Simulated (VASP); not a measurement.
Here is a VASP 6.6.1 calculation.

Contents of POSCAR:

```
Ge
1.0
    0.0258048436      2.8343096205      2.8343096205
    2.8343096205      0.0258048436      2.8343096205
    2.8343096205      2.8343096205      0.0258048436
Ge
2
Direct
    0.0005671999      0.0005671999      0.0005671999
    0.2494328001      0.2494328001      0.2494328001
```

The input INCAR.step1:

```
PREC = Accurate
ENCUT = 520
ISMEAR = -1
SIGMA = 0.02
LREAL = F
LASPH = T
NELM = 80
NBANDS = 21
GGA = PE
ALGO = Normal
EDIFF = 1E-4
LWAVE = T
LCHARG = F
```

INCAR.step2

```
PREC = Accurate
ENCUT = 520
EDIFF = 1E-6
ISMEAR = -1
SIGMA = 0.02
LREAL = F
LASPH = T
NELM = 80
ALGO = Normal
ISIF = 2
LWAVE = F
LCHARG = F
METAGGA = R2SCAN
LMIXTAU = T
NBANDS = 21
ISTART = 1
```

KPOINTS

```
Automatic mesh
0
Gamma
  8 8 8
```

Potentials or basis: VASP PAW PBE potentials, release 64 (Ge_d).

Launch:

```bash
$ cat potpaw_PBE.64/Ge_d/POTCAR > POTCAR
$ cp INCAR.step1 INCAR
$ mpirun -np 1 vasp_std > vasp.out
$ cp INCAR.step2 INCAR
$ mpirun -np 1 vasp_std > vasp.out
```

(1) What does it give for the band gap on the k mesh?

(2) Estimate the pressure.

## Answers

(1) 0.38 eV, indirect (least direct gap 0.43 eV).

(2) 1.3 GPa.

Caveat: the cell differs from its parent crystal (epitaxial 111 strain -1.0%); the PAW data sets were made with another functional, which shifts forces and pressure a little.
